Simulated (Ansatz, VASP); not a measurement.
GdMn in VASP and in Ansatz

```
CELL_PARAMETERS angstrom
3.44753 0.00000 0.00000
0.00000 3.44753 0.00000
0.00000 0.00000 3.44753
ATOMIC_POSITIONS crystal
Gd 0.00000 0.00000 0.00000
Mn 0.50000 0.50000 0.52321
```

Alike in both runs: task single point; functional PBEsol; k mesh 10 × 10 × 10; occupations gaussian, width 0.05 eV; collinear spin.

|  | VASP | Ansatz |
| --- | --- | --- |
| version | VASP 6.6.1 | Ansatz 0.2.0 |
| potentials or method | VASP PAW PBE potentials, release 64 (Gd, Mn_pv), cutoff 520 eV | scalar-relativistic, plane waves, PAW |
| valence electrons in the cell | 31 | 33 |

VASP gave:

| Item | Value |
| --- | --- |
| gap on the k mesh at the Fermi level (eV) | none |
| pressure (GPa) | 0.1 |
| traceless stress, the component that is largest in VASP (GPa) | -0.10 |
| rms of the force components (eV/Å) | 0.144 |
| net moment per atom (μB) | 2.08 |
| size of the moment on the site where the two differ most (μB) | 6.99 |

Estimate Ansatz's values.

gap on the k mesh at the Fermi level (eV): none; pressure (GPa): 0.1; traceless stress, the component that is largest in VASP (GPa): -0.10; rms of the force components (eV/Å): 0.142; net moment per atom (μB): 2.07; size of the moment on the site where the two differ most (μB): 7.16.

VASP's potentials were made for PBE, not for PBEsol. Site moments also hang on the region over which each program counts them. Atom by atom the forces differ by 0.001 eV/Å (rms over components). A gap of «none» marks a metal or a gap that the smearing closes. VASP's potentials hold 31 valence electrons a cell and Ansatz's 33, so a difference there can come from the potentials and not from the codes.

Spin-orbit coupling is off throughout.
